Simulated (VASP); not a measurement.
## GaSb: single point with PBE0

The system is GaSb.

```
Sb Ga
1.0
     0.00000    3.06998    3.06998
     3.06998    0.00000    3.06998
     3.06998    3.06998    0.00000
Sb Ga
1 1
Direct
  0.75000 0.75000 0.75000
  0.00000 0.00000 0.00000
```

- Program: VASP 6.6.1
- Task: single point
- Functional: PBE0
- Potentials or basis: VASP PAW PBE potentials, release 64 (Sb_d_GW, Ga_d)
- Cutoff: 400 eV
- k mesh: 4 × 4 × 4
- Occupations: fermi-dirac, width 0.05 eV
- Spin: no spin polarisation

- Pressure: -0.3 GPa
- Band gap on the k mesh: 1.47 eV

Levels at points of the mesh, in eV from the valence-band top:
| k point | band 11 | band 12 | band 13 | band 14 | band 15 | band 16 | band 17 | band 18 |
| --- | --- | --- | --- | --- | --- | --- | --- | --- |
| (0.00, 0.00, 0.00) | -12.58 | 0.00 | 0.00 | 0.00 | 1.47 | 4.17 | 4.17 | 4.17 |
| (0.50, 0.00, 0.00) | -10.79 | -6.93 | -1.24 | -1.24 | 1.72 | 5.18 | 5.18 | 7.96 |
| (0.50, 0.50, 0.00) | -9.87 | -7.41 | -2.79 | -2.79 | 2.18 | 2.50 | 10.58 | 10.58 |

Run time: 15 min on 1 thread of AMD EPYC 9R14 (Zen 4), with other jobs on the host, peak memory 0.16 GiB.

Caveat: the k points lie up to 0.44 Å⁻¹ apart; the PAW data sets were made with another functional, which shifts forces and pressure a little; spin-orbit coupling is left out, which moves the levels of the heavy elements. A k mesh can miss the band edges.
